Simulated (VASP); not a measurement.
Si2Ni, 3 atoms in the cell. It takes space group Fm-3m (No. 225, cubic). Conventional cell: a = 5.406 Å, b = 5.406 Å, c = 5.406 Å, α = 90.00°, β = 90.00°, γ = 90.00°. Within 3.1 Å of Ni (site symmetry m-3m) lie 8 Si at 2.34 Å. Si (site symmetry -43m) has 4 Ni at 2.34 Å and 6 Si at 2.70 Å within 3.1 Å. 

- Program: VASP 6.6.1
- Task: electric field gradients
- Functional: PBEsol
- Dispersion: D3(BJ)
- Potentials or basis: VASP PAW PBE potentials, release 64 (Ni_sv_GW, Si)
- Cutoff: 510 eV
- k mesh: 9 × 9 × 9
- Occupations: gaussian, width 0.02 eV
- Spin: collinear spin, ferromagnetic start
- Starting moments: [1.0, 0.0, 0.0] μB
- Hubbard terms: Ni d U = 2.0 eV
- Dipole correction: no
- Second run: valence_matched
- Further INCAR settings: ALGO = Normal; EDIFF = 1e-08; NBANDS = 24

Potentials or basis: VASP PAW PBE potentials, release 64 (Ni_sv_GW, Si).

Run with:

```sh
$ cat potpaw_PBE.64/Ni_sv_GW/POTCAR potpaw_PBE.64/Si/POTCAR > POTCAR
$ mpirun -np 1 vasp_std > vasp.out
```

Hardware: 1 thread of AMD EPYC 7R13 Processor (Zen 3), with other jobs on the host.

How long does it take, and how much memory?

Wall time 4 min on 1 thread of AMD EPYC 7R13 Processor (Zen 3), with other jobs on the host, peak memory 0.2 GiB. Counts: scf iterations 46, k points 35.
